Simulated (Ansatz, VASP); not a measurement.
## Two plane-wave programs on MgB2

INCAR

```
SYSTEM = MgB2
PREC = Accurate
ENCUT = 520
EDIFF = 1E-7
ISMEAR = -1
SIGMA = 0.1
LREAL = .False.
LASPH = .True.
NELM = 60
ALGO = Normal
ISIF = 2
LWAVE = .False.
LCHARG = .False.
GGA = PS
NBANDS = 11
```

Contents of KPOINTS:

```
regular mesh
0
Gamma
  10 10 8
  0 0 0
```

Contents of POSCAR:

```
MgB2
1.0
    3.0327017611      0.0000000000      0.0000000000
   -1.5163508806      2.6263964029      0.0000000000
    0.0000000000      0.0000000000      3.4632765979
Mg B
1 2
Direct
    0.0000000000      0.0000000000      0.0000000000
    0.3333333333      0.6666666667      0.5000000000
    0.6666666667      0.3333333333      0.5000000000
```

Input for Ansatz:

```yaml
crystal:
  lattice:
    - [3.0327017611364577, 0.0, 0.0]
    - [-1.5163508805682289, 2.626396402854827, 0.0]
    - [0.0, 0.0, 3.4632765978877607]
  atoms:
    - { symbol: Mg, position: [0.0, 0.0, 0.0] }
    - { symbol: B, position: [0.3333333333333333, 0.6666666666666666, 0.5] }
    - { symbol: B, position: [0.6666666666666666, 0.3333333333333333, 0.5] }
basis:
  ecutwfc: 630.0
kpoints:
  mp_grid:
    grid: [10, 10, 8]
hamiltonian:
  xc: pbesol
scf:
  mixing:
    algorithm: broyden
    beta: 0.4
    ndim: 6
  occupations:
    method: fermi_dirac
output:
  stress: true
```

Alike in both runs: task single point; functional PBEsol; k mesh 10 × 10 × 8; no spin polarisation.

```csv
,VASP,Ansatz
version,VASP 6.6.1,Ansatz 0.2.0
potentials or method,"VASP PAW PBE potentials, release 64 (Mg, B), cutoff 520 eV","plane waves, PAW"
occupations,"fermi-dirac, width 0.1 eV",fermi-dirac
valence electrons in the cell,8,16
```

|  | VASP | Ansatz | Ansatz less VASP |
| --- | --- | --- | --- |
| pressure (GPa) | 5.2 | 5.1 | -0.07 |
| traceless stress, the component that is largest in VASP (GPa) | -2.26 | -2.11 | +0.153 |

VASP's potentials were made for PBE, not for PBEsol. VASP's potentials hold 8 valence electrons a cell and Ansatz's 16, so a difference there can come from the potentials and not from the codes.
